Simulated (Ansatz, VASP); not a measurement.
# One calculation of Cd, two programs

INCAR

```
SYSTEM = Cd
PREC = Accurate ; ENCUT = 600
EDIFF = 1E-6 ; ISMEAR = -1
SIGMA = 0.1 ; LREAL = .FALSE.
LASPH = .TRUE. ; NELM = 80
ALGO = Normal ; ISIF = 3
LWAVE = .FALSE. ; LCHARG = .FALSE.
GGA = PS ; IBRION = 2
NSW = 80 ; EDIFFG = -0.01
```

File KPOINTS:

```
Automatic mesh
0
G
  12 12 12
  0 0 0
```

POSCAR

```
Cd
1.0
    0.0000000000      2.2099191412      2.2099191412
    2.2099191412      0.0000000000      2.2099191412
    2.2099191412      2.2099191412      0.0000000000
Cd
1
Direct
    0.0000000000      0.0000000000      0.0000000000
```

Input for Ansatz:

```yaml
crystal:
  lattice:
    - [0.0, 2.2099191412, 2.2099191412]
    - [2.2099191412, 0.0, 2.2099191412]
    - [2.2099191412, 2.2099191412, 0.0]
  atoms:
    - { symbol: Cd, position: [0.0, 0.0, 0.0] }
hamiltonian:
  xc: pbesol
  pseudopotentials:
    kind: paw
    azcp:
      Cd: "pseudopotentials/Cd.paw.azcp"
basis:
  ecutwfc: 420
  fft_grid_basis: typed
kpoints:
  mp_grid: { grid: [12, 12, 12], shift: [0, 0, 0] }
magnetization:
  spin_polarized: false
scf:
  occupations: { method: fermi_dirac, width: 0.1 }
relax:
  max_steps: 60
  f_tol: 0.01
  cell: {}
```

Alike in both runs: task relaxation of cell and atoms; functional PBEsol; k mesh 12 × 12 × 12; occupations fermi-dirac, width 0.1 eV; no spin polarisation.

|  | VASP | Ansatz |
| --- | --- | --- |
| version | VASP 6.6.1 | Ansatz 0.2.0 |
| potentials or method | VASP PAW PBE potentials, release 64 (Cd), cutoff 600 eV | plane waves (420 eV) with PAW, scalar-relativistic |
| valence electrons in the cell | 12 | 20 |

|  | VASP | Ansatz | Ansatz less VASP |
| --- | --- | --- | --- |
| relaxed volume (Å³/atom) | 21.02 | 20.97 | -0.057 |
| relaxed length of the cell vector where the two differ most in proportion (Å) | 3.098 | 3.095 | -0.0028 |

VASP's potentials were made for PBE, not for PBEsol, and Ansatz warns of the same on its side. VASP's potentials hold 12 valence electrons a cell and Ansatz's 20, so a difference there can come from the potentials and not from the codes.
